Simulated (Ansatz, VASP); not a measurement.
**Two plane-wave programs on InSb**

File INCAR:

```
SYSTEM = InSb
PREC = Accurate
ENCUT = 500
EDIFF = 1E-6
ISMEAR = 0
SIGMA = 0.15
LREAL = .FALSE.
LASPH = .TRUE.
NELM = 120
ALGO = Normal
ISIF = 2
LWAVE = .FALSE.
LCHARG = .FALSE.
GGA = PS
NBANDS = 16
GGA_COMPAT = .FALSE.
```

Contents of KPOINTS:

```
Automatic mesh
0
G
  14 14 8
  0 0 0
```

Contents of POSCAR:

```
InSb
1.0
    2.9754649214      0.0000000000      0.0000000000
    0.0000000000      3.0361886953      0.0000000000
    0.0000000000      0.0000000000      6.0963559048
In Sb
1 1
Direct
    0.0000000000      0.0000000000      0.0000000000
    0.0000000000      0.0000000000      0.5000000000
```

Input for Ansatz:

```yaml
crystal:
  lattice:
    - [2.9754649214, 0.0, 0.0]
    - [0.0, 3.0361886953, 0.0]
    - [0.0, 0.0, 6.0963559048]
  atoms:
    - { symbol: In, position: [0.0, 0.0, 0.0] }
    - { symbol: Sb, position: [0.0, 0.0, 0.5] }
basis:
  ecutwfc: 420
kpoints:
  mp_grid: { grid: [14, 14, 8] }
hamiltonian:
  xc: pbesol
  pseudopotentials: { kind: paw, azcp: { folder: soft_1 } }
scf:
  occupations: { method: gaussian, width: 0.15 }
output:
  forces: true
  stress: true
  eigenvalues: true
```

Change from the starting cell: normal strain along x -0.0200, normal strain along z +0.0000.

Alike in both runs: task single point; functional PBEsol; k mesh 14 × 14 × 8; occupations gaussian, width 0.15 eV; no spin polarisation.

|  | VASP | Ansatz |
| --- | --- | --- |
| version | VASP 6.6.1 | Ansatz 0.2.0 |
| potentials or method | VASP PAW PBE potentials, release 64 (In_d, Sb), cutoff 500 eV | scalar-relativistic, plane waves, PAW |
| valence electrons in the cell | 18 | 28 |

```csv
,VASP,Ansatz,Ansatz less VASP
gap on the k mesh at the Fermi level (eV),none,none,-
pressure (GPa),1.2,1.1,-0.06
"traceless stress, the component that is largest in VASP (GPa)",0.88,0.86,-0.024
```

VASP's potentials were made for PBE, not for PBEsol, and Ansatz warns of the same on its side. A gap of «none» marks a metal or a gap that the smearing closes. VASP's potentials hold 18 valence electrons a cell and Ansatz's 28, so a difference there can come from the potentials and not from the codes.

Neither program's run includes spin-orbit coupling.
